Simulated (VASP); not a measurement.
# ZrZn (Pm-3m) in VASP: single point with LDA

Aim: the single point of ZrZn with LDA.

Everything below comes from runs of VASP 6.6.1. Logs are shortened: lines on timing, memory, paths and dates and some standing lists are left out, and cuts for length are marked.

**1. The cell of the first run**

The structure is cubic, space group Pm-3m (No. 221). The conventional cell has a = 3.336 Å, b = 3.336 Å, c = 3.336 Å, α = 90.00°, β = 90.00°, γ = 90.00°. Zr (site symmetry m-3m) has 8 Zn at 2.89 Å and 6 Zr at 3.34 Å within 3.8 Å. Zn (site symmetry m-3m) has 8 Zr at 2.89 Å and 6 Zn at 3.34 Å within 3.8 Å.

**2. Single point, LDA**

The input, INCAR:

```
SYSTEM = ZrZn
PREC     = Accurate       ! precision mode
ENCUT    = 500            ! plane-wave cutoff, eV
EDIFF    = 1E-6           ! SCF threshold, eV
ISMEAR   = -1             ! smearing method
SIGMA    = 0.05           ! smearing width, eV
LREAL    = .FALSE.        ! projectors in reciprocal space
LASPH    = .TRUE.         ! aspherical terms in the spheres
NELM     = 120            ! most SCF steps
ALGO     = Normal         ! electronic algorithm
ISIF     = 2              ! what is computed and relaxed
LWAVE    = .FALSE.        ! write WAVECAR
LCHARG   = .TRUE.         ! write CHGCAR
GGA      = CA             ! functional
LELF     = .TRUE.         ! ELF
LVHAR    = .TRUE.       
NBANDS   = 19             ! bands
GGA_COMPAT= .FALSE.
```

The input, KPOINTS:

```
regular mesh
0
G
  6 6 6
  0 0 0
```

The input, POSCAR:

```
ZrZn
1.0
    3.3360000000      0.0000000000      0.0000000000
    0.0000000000      3.3360000000      0.0000000000
    0.0000000000      0.0000000000      3.3360000000
Zr Zn
1 1
Direct
    0.5000000000      0.5000000000      0.5000000000
    0.0000000000      0.0000000000      0.0000000000
```

Potentials or basis: VASP PAW LDA potentials, release 64 (Zr_sv, Zn).

Command:

```sh
$ cat potpaw_LDA.64/Zr_sv/POTCAR potpaw_LDA.64/Zn/POTCAR > POTCAR
$ mpirun -np 1 vasp_std > vasp.out
```

OUTCAR:

```text
SYSTEM = ZrZn
   PREC = Accurate
   ENCUT = 500
   EDIFF = 1E-6
   ISMEAR = -1
   LREAL = .FALSE.
   LASPH = .TRUE.
   NELM = 120
   ISIF = 2
   GGA = CA

 ion  position               nearest neighbor table
   1  0.500  0.500  0.500-   2 2.89   2 2.89   2 2.89   2 2.89   2 2.89   2 2.89   2 2.89   2 2.89

   2  0.000  0.000  0.000-   1 2.89   1 2.89   1 2.89   1 2.89   1 2.89   1 2.89   1 2.89   1 2.89

  LATTYP: Found a simple cubic cell.
 ALAT       =     3.3360000000

  Lattice vectors:

 A1 = (   3.3360000000,   0.0000000000,   0.0000000000)
 A2 = (   0.0000000000,   3.3360000000,   0.0000000000)
 A3 = (   0.0000000000,   0.0000000000,   3.3360000000)

Analysis of symmetry for initial positions (statically):
=====================================================================
 Subroutine PRICEL returns:
 Original cell was already a primitive cell.

 Routine SETGRP: Setting up the symmetry group for a
 simple cubic supercell.

 Subroutine GETGRP returns: Found 48 space group operations
 (whereof 48 operations were pure point group operations)
 out of a pool of 48 trial point group operations.

The static configuration has the point symmetry O_h .

Analysis of symmetry for dynamics (positions and initial velocities):
=====================================================================
 Subroutine PRICEL returns:
 Original cell was already a primitive cell.

 Routine SETGRP: Setting up the symmetry group for a
 simple cubic supercell.

 Subroutine GETGRP returns: Found 48 space group operations
 (whereof 48 operations were pure point group operations)
 out of a pool of 48 trial point group operations.

The dynamic configuration has the point symmetry O_h .

 Subroutine INISYM returns: Found 48 space group operations
 (whereof 48 operations are pure point group operations),
 and found     1 'primitive' translations

----------------------------------------------------------------------------------------

                                     Primitive cell

  volume of cell :      37.1260

  direct lattice vectors                    reciprocal lattice vectors
     3.336000000  0.000000000  0.000000000     0.299760192  0.000000000  0.000000000
     0.000000000  3.336000000  0.000000000     0.000000000  0.299760192  0.000000000
     0.000000000  0.000000000  3.336000000     0.000000000  0.000000000  0.299760192

  length of vectors
     3.336000000  3.336000000  3.336000000     0.299760192  0.299760192  0.299760192

  position of ions in fractional coordinates (direct lattice)
     0.500000000  0.500000000  0.500000000
     0.000000000  0.000000000  0.000000000

  ion indices of the primitive-cell ions
   primitive index   ion index
                 1           1
                 2           2

----------------------------------------------------------------------------------------

 KPOINTS: regular mesh

Automatic generation of k-mesh.
 Grid dimensions read from file:
 generate k-points for:    6    6    6

 Generating k-lattice:

  Cartesian coordinates                     Fractional coordinates (reciprocal lattice)
     0.049960032  0.000000000  0.000000000     0.166666667  0.000000000  0.000000000
     0.000000000  0.049960032  0.000000000     0.000000000  0.166666667  0.000000000
     0.000000000  0.000000000  0.049960032     0.000000000  0.000000000  0.166666667

  Length of vectors
     0.049960032  0.049960032  0.049960032

  Shift w.r.t. Gamma in fractional coordinates (k-lattice)
     0.000000000  0.000000000  0.000000000

 Subroutine IBZKPT returns following result:
 ===========================================

 Found     20 irreducible k-points:

 Following reciprocal coordinates:
            Coordinates               Weight
  0.000000  0.000000  0.000000      1.000000
  0.166667  0.000000  0.000000      6.000000
  0.333333  0.000000  0.000000      6.000000
  0.500000  0.000000  0.000000      3.000000
  0.166667  0.166667  0.000000     12.000000
  0.333333  0.166667  0.000000     24.000000
[... 12 lines left out ...]
  0.500000  0.500000  0.333333      6.000000
  0.500000  0.500000  0.500000      1.000000
   k-points           NKPTS =     20   k-points in BZ     NKDIM =     20   number of bands    NBANDS=     19
   number of dos      NEDOS =    301   number of ions     NIONS =      2
   total plane-waves  NPLWV =  13824
   dimension x,y,z NGX =    24 NGY =   24 NGZ =   24
   dimension x,y,z NGXF=    48 NGYF=   48 NGZF=   48
   ions per type =               1   1
   NGX,Y,Z   is equivalent  to a cutoff of  11.96, 11.96, 11.96 a.u.
   NGXF,Y,Z  is equivalent  to a cutoff of  23.92, 23.92, 23.92 a.u.
 SYSTEM =  ZrZn
   PREC   = accura    normal or accurate (medium, high low for compatibility)
   ISTART =      0    job   : 0-new  1-cont  2-samecut
   ICHARG =      2    charge: 1-file 2-atom 10-const
   ISPIN  =      1    spin polarized calculation?
   LNONCOLLINEAR =      F non collinear calculations
   LSORBIT =      F    spin-orbit coupling
   LASPH  =      T    aspherical Exc in radial PAW
   ENCUT  =  500.0 eV  36.75 Ry    6.06 a.u.   6.08  6.08  6.08*2*pi/ulx,y,z
   NELM   =    120;   NELMIN=  2; NELMDL= -5     # of ELM steps
   EDIFF  = 0.1E-05   stopping-criterion for ELM
   LREAL  =      F    real-space projection
   EDIFFG = 0.1E-04   stopping-criterion for IOM
   NSW    =      0    number of steps for IOM
   IBRION =     -1    ionic relax: 0-MD 1-quasi-New 2-CG
   NFREE  =      0    steps in history (QN), initial steepest desc. (CG)
   ISIF   =      2    stress and relaxation
   ISYM   =      2    0-nonsym 1-usesym 2-fastsym
   POTIM  = 0.5000    time-step for ionic-motion
   TEBEG  =    0.0;   TEEND  =   0.0 temperature during run
   PSTRESS=    0.0 pullay stress
   NELECT =      24.0000    total number of electrons
   NUPDOWN=      -1.0000    fix difference up-down
   EMIN   =  10.00;   EMAX   =-10.00  energy-range for DOS
   EFERMI =   0.00;   METHOD = LEGACY
   ISMEAR =    -1;   SIGMA  =   0.05  broadening in eV -4-tet -1-fermi 0-gaus
   EFERMI_NEDOS =   21; number of points for ismear=-14 and -15
   IALGO  =     38    algorithm
   IMIX   =      4    mixing-type and parameters
     AMIX     =   0.40;   BMIX     =  1.00
     AMIX_MAG =   1.60;   BMIX_MAG =  1.00
  volume/ion in A,a.u.               =      18.56       125.27
  Fermi-wavevector in a.u.,A,eV,Ry     =   1.415530  2.674965 27.262352  2.003726
  Thomas-Fermi vector in A             =   2.536959
   LORBIT       =      0    0 simple, 1 ext, 2 COOP (PROOUT), +10 PAW based schemes
   GGA     = CA    functional components
   LHFCALC =     F    Hartree Fock is set to
   AEXX    =    0.0000 exact exchange contribution
   IVDW    =     0    specifies the selected vdW correction
   LEPSILON=     F    determine dielectric tensor
   LRPA    =     F    only Hartree local field effects (RPA)
 non-spin polarized calculation
  energy-cutoff  :      500.00
  volume of cell :       37.13
 maximum number of plane-waves:       968
   NGX = 13   NGY = 13   NGZ = 13

 number of electron      23.9999970 magnetization

 Free energy of the ion-electron system (eV)
  ---------------------------------------------------
  ext. energy  EPLUGINS =         0.00000000
  ---------------------------------------------------
  free energy    TOTEN  =       -11.73751658 eV

  energy without entropy =      -11.73235558  energy(sigma->0) =      -11.73493608

 E-fermi :   6.6130     XC(G=0): -11.7204

 val. band max:        6.5713320209   @ k =   0.5000   0.3333   0.0000
 cond. band min:       6.7519239699   @ k =   0.5000   0.1667   0.1667
 fundamental gap:      0.1805919490
 Fermi energy:         6.6129741585

 k-point     1 :       0.0000    0.0000    0.0000
  band No.  band energies     occupation
      1     -42.0465      2.00000
      2     -20.0512      2.00000
      3     -20.0512      2.00000
      4     -20.0512      2.00000
      5      -1.2717      2.00000
      6      -0.7945      2.00000
[... 11 lines left out ...]
     18      12.0273      0.00000
     19      17.6818      0.00000

 k-point     2 :       0.1667    0.0000    0.0000
  band No.  band energies     occupation
      1     -42.0388      2.00000
      2     -20.1511      2.00000
      3     -20.0429      2.00000
      4     -20.0429      2.00000
      5      -0.8290      2.00000
      6      -0.7620      2.00000
[... 11 lines left out ...]
     18      13.5227      0.00000
     19      18.0917      0.00000

 k-point     3 :       0.3333    0.0000    0.0000
  band No.  band energies     occupation
      1     -42.0233      2.00000
      2     -20.3456      2.00000
      3     -20.0263      2.00000
      4     -20.0263      2.00000
      5      -0.6964      2.00000
      6      -0.5948      2.00000
[... 11 lines left out ...]
     18      15.8939      0.00000
     19      16.1862      0.00000

 k-point     4 :       0.5000    0.0000    0.0000
  band No.  band energies     occupation
      1     -42.0156      2.00000
      2     -20.4403      2.00000
      3     -20.0180      2.00000
      4     -20.0180      2.00000
      5      -0.6633      2.00000
      6      -0.5278      2.00000
[... 11 lines left out ...]
     18      17.3643      0.00000
     19      18.5061      0.00000

 k-point     5 :       0.1667    0.1667    0.0000
  band No.  band energies     occupation
      1     -42.0312      2.00000
      2     -20.1468      2.00000
      3     -20.1353      2.00000
      4     -20.0345      2.00000
      5      -0.7301      2.00000
      6      -0.6597      2.00000
[... 11 lines left out ...]
     18      14.5481      0.00000
     19      17.8967      0.00000
[... 246 lines left out ...]
      2     -20.2773      2.00000
      3     -20.2677      2.00000
      4     -20.2677      2.00000
      5      -0.6792      2.00000
      6      -0.6051      2.00000
[... 11 lines left out ...]
     18      14.0682      0.00000
     19      16.5961      0.00000

 k-point    18 :       0.5000    0.3333    0.3333
  band No.  band energies     occupation
      1     -41.9716      2.00000
      2     -20.3585      2.00000
      3     -20.2618      2.00000
      4     -20.2570      2.00000
      5      -0.6904      2.00000
      6      -0.6191      2.00000
[... 11 lines left out ...]
     18      15.6559      0.00000
     19      16.4100      0.00000

 k-point    19 :       0.5000    0.5000    0.3333
  band No.  band energies     occupation
      1     -41.9643      2.00000
      2     -20.3461      2.00000
      3     -20.3461      2.00000
      4     -20.2485      2.00000
      5      -0.6656      2.00000
      6      -0.6259      2.00000
[... 11 lines left out ...]
     18      13.8136      0.00000
     19      16.5699      0.00000

 k-point    20 :       0.5000    0.5000    0.5000
  band No.  band energies     occupation
      1     -41.9570      2.00000
      2     -20.3346      2.00000
      3     -20.3346      2.00000
      4     -20.3346      2.00000
      5      -0.6233      2.00000
      6      -0.6233      2.00000
[... 11 lines left out ...]
     18      12.4272      0.00000
     19      16.6490      0.00000

------------------------ aborting loop because EDIFF is reached ----------------------------------------

  FORCE on cell =-STRESS in cart. coord.  units (eV):
  Direction    XX          YY          ZZ          XY          YZ          ZX
  --------------------------------------------------------------------------------------
  -------------------------------------------------------------------------------------
  Total       -1.7029071     -1.7029071     -1.7029071      0.0000000      0.0000000     -0.0000000
  in kB      -73.4891827    -73.4891827    -73.4891827      0.0000000      0.0000000     -0.0000000
  external PRESSURE =     -73.4891827 kB  Pullay stress =       0.0000000 kB

 VOLUME and BASIS-vectors are now :
 -----------------------------------------------------------------------------
  energy-cutoff  :      500.00
  volume of cell :       37.13
      direct lattice vectors                 reciprocal lattice vectors
     3.336000000  0.000000000  0.000000000     0.299760192  0.000000000  0.000000000
     0.000000000  3.336000000  0.000000000     0.000000000  0.299760192  0.000000000
     0.000000000  0.000000000  3.336000000     0.000000000  0.000000000  0.299760192

 POSITION                                       TOTAL-FORCE (eV/Angst)
 -----------------------------------------------------------------------------------
      1.66800      1.66800      1.66800         0.000000      0.000000      0.000000
      0.00000      0.00000      0.00000         0.000000      0.000000      0.000000
 -----------------------------------------------------------------------------------
    total drift:                                0.000000      0.000000     -0.000000

  FREE ENERGIE OF THE ION-ELECTRON SYSTEM (eV)
  ---------------------------------------------------
  free  energy   TOTEN  =       -11.7375165795 eV

  energy  without entropy=      -11.7323555780  energy(sigma->0) =      -11.73493608
```

Run time: 6 s. Hardware: 1 thread of Intel Xeon Platinum 8488C (Sapphire Rapids), shared host; peak memory 0.13 GiB.

Results:

```yaml
Free_energy: -11.7375 eV
Pressure: -7.3 GPa
Band_gap_on_the_k_mesh: zero (bands 12 and 13 overlap by 0.21 eV)
```

Levels at points of the mesh, in eV from the Fermi level:
```csv
k point,band 10,band 11,band 12,band 13,band 14,band 15
"(0.00, 0.00, 0.00)",-7.09,-0.91,-0.91,3.38,3.38,3.38
"(0.50, 0.00, 0.00)",-4.29,-4.06,-0.62,0.64,0.64,3.44
"(0.50, 0.50, 0.00)",-4.43,-0.45,-0.26,-0.26,2.00,2.00
"(0.50, 0.50, 0.50)",-2.72,-2.72,-2.72,0.23,4.86,4.86
```

Caveat: the cell stands under tension.
